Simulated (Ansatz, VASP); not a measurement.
**NiO in VASP and in Ansatz**

Contents of INCAR:

```
SYSTEM = NiO
ALGO = Normal
EDIFF = 1E-6
ENCUT = 520
GGA = PE
ISIF = 2
ISMEAR = 0
ISPIN = 2
LASPH = .True.
LCHARG = .False.
LMAXMIX = 4
LORBIT = 11
LREAL = .False.
LWAVE = .False.
MAGMOM = 1 0
NBANDS = 19
NELM = 150
PREC = Accurate
SIGMA = 0.018000000000000002
```

The input KPOINTS:

```
k-points
0
Gamma
  11 11 11
  0 0 0
```

The input POSCAR:

```
NiO
1.0
    0.0000000000      2.0859016414      2.0859016414
    2.0859016414      0.0000000000      2.0859016414
    2.0859016414      2.0859016414      0.0000000000
Ni O
1 1
Direct
    0.0000000000      0.0000000000      0.0000000000
    0.5000000000      0.5000000000      0.5000000000
```

File input.yaml:

```yaml
crystal:
  lattice:
    - [0.0, 2.0859016414, 2.0859016414]
    - [2.0859016414, 0.0, 2.0859016414]
    - [2.0859016414, 2.0859016414, 0.0]
  atoms:
    - { symbol: Ni, position: [0.0, 0.0, 0.0], spin: 1.0 }
    - { symbol: O, position: [0.5, 0.5, 0.5] }
kpoints:
  mp_grid: { grid: [11, 11, 11] }
scf:
  occupations: { method: gaussian, width: 0.018 }
hamiltonian:
  xc: pbe
  pseudopotentials: { kind: all_electron, lapw: { basis_error: 0.001 } }
magnetization:
  spin_polarized: true
output:
  forces: true
  stress: true
  eigenvalues: true
```

Alike in both runs: task single point; functional PBE; k mesh 11 × 11 × 11; occupations gaussian, width 0.018 eV; collinear spin.

|  | VASP | Ansatz |
| --- | --- | --- |
| version | VASP 6.6.1 | Ansatz 0.2.0 |
| potentials or method | VASP PAW PBE potentials, release 64 (Ni, O), cutoff 520 eV | all-electron LAPW, scalar-relativistic |

Ansatz gave:

```
gap on the k mesh at the Fermi level (eV)                     : none
pressure (GPa)                                                : 6.6
net moment per atom (μB)                                      : 0.91
size of the moment on the site where the two differ most (μB) : 1.51
```

Question: Which values does VASP return?

Answer: gap on the k mesh at the Fermi level (eV): none; pressure (GPa): 6.1; net moment per atom (μB): 0.89; size of the moment on the site where the two differ most (μB): 1.46.

Site moments also hang on the region over which each program counts them. A gap of «none» marks a metal or a gap that the smearing closes. Ansatz ran all-electron here, and VASP with PAW potentials.
